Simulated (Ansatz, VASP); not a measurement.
# Two plane-wave programs on AgI

File INCAR:

```
SYSTEM = AgI
PREC = Accurate
ENCUT = 400
EDIFF = 1E-8
ISMEAR = -1
SIGMA = 0.02
LREAL = .FALSE.
LASPH = .TRUE.
NELM = 120
ALGO = Normal
ISIF = 2
LWAVE = .FALSE.
LCHARG = .FALSE.
GGA = PE
LEFG = .TRUE.
NBANDS = 26
GGA_COMPAT = .FALSE.
```

Contents of KPOINTS:

```
regular mesh
0
G
  8 8 4
  0 0 0
```

File POSCAR:

```
AgI
1.0
    4.5800015808      0.0000000000      0.0000000000
   -2.2900007904      3.9663977183      0.0000000000
    0.0000000000      0.0000000000      7.5100000000
Ag I
2 2
Direct
    0.3333333333      0.6666666667      0.0000000000
    0.6666666667      0.3333333333      0.5000000000
    0.3333333333      0.6666666667      0.3750000000
    0.6666666667      0.3333333333      0.8750000000
```

Input for Ansatz:

```yaml
crystal:
  lattice:
    - [4.5800015808, 0.0, 0.0]
    - [-2.2900007904, 3.9663977183, 0.0]
    - [0.0, 0.0, 7.51]
  atoms:
    - { symbol: Ag, position: [0.3333333333, 0.6666666667, 0.0] }
    - { symbol: Ag, position: [0.6666666667, 0.3333333333, 0.5] }
    - { symbol: I, position: [0.3333333333, 0.6666666667, 0.375] }
    - { symbol: I, position: [0.6666666667, 0.3333333333, 0.875] }
kpoints:
  mp_grid: { grid: [8, 8, 4] }
  band_path:
    path:
      - [0.0, 0.0, 0.0]
      - [0.5, 0.0, 0.0]
      - [0.3333333333, 0.3333333333, 0.0]
      - [0.0, 0.0, 0.0]
      - [0.0, 0.0, 0.5]
      - [0.5, 0.0, 0.5]
      - [0.3333333333, 0.3333333333, 0.5]
      - [0.0, 0.0, 0.5]
      - [0.5, 0.0, 0.5]
    npoints: 8
scf:
  occupations: { method: fermi_dirac, width: 0.02 }
hamiltonian:
  xc: pbe
  pseudopotentials: { kind: paw }
output:
  forces: true
  stress: true
  eigenvalues: true
  efg: { contact_densities: true }
  populations: true
  bader: true
  dos: { projected: true, de: 0.2, e_range: [-14, 8] }
```

Alike in both runs: task electric field gradients; functional PBE; k mesh 8 × 8 × 4; occupations fermi-dirac, width 0.02 eV; no spin polarisation.

|  | VASP | Ansatz |
| --- | --- | --- |
| version | VASP 6.6.1 | Ansatz 0.2.0 |
| potentials or method | VASP PAW PBE potentials, release 64 (Ag, I) | PAW with Ansatz's default frozen-core files, scalar-relativistic |
| plane-wave cutoff (eV) | 400 | 420 |
| valence electrons in the cell | 36 | 72 |

```tsv
	VASP	Ansatz	Ansatz less VASP
gap on the k mesh at the Fermi level (eV)	1.37	1.36	-0.003
pressure (GPa)	1.8	2.0	+0.17
traceless stress, the component that is largest in VASP (GPa)	-0.10	-0.10	0.000
rms of the force components (eV/Å)	0.012	0.012	+0.0001
size of Vzz on the site where it differs most (V/Å²)	2.0	1.5	-0.42
```

Atom by atom the forces differ by 0.000 eV/Å (rms over components). VASP's potentials hold 36 valence electrons a cell and Ansatz's 72, so a difference there can come from the potentials and not from the codes.

Neither program's run includes spin-orbit coupling.
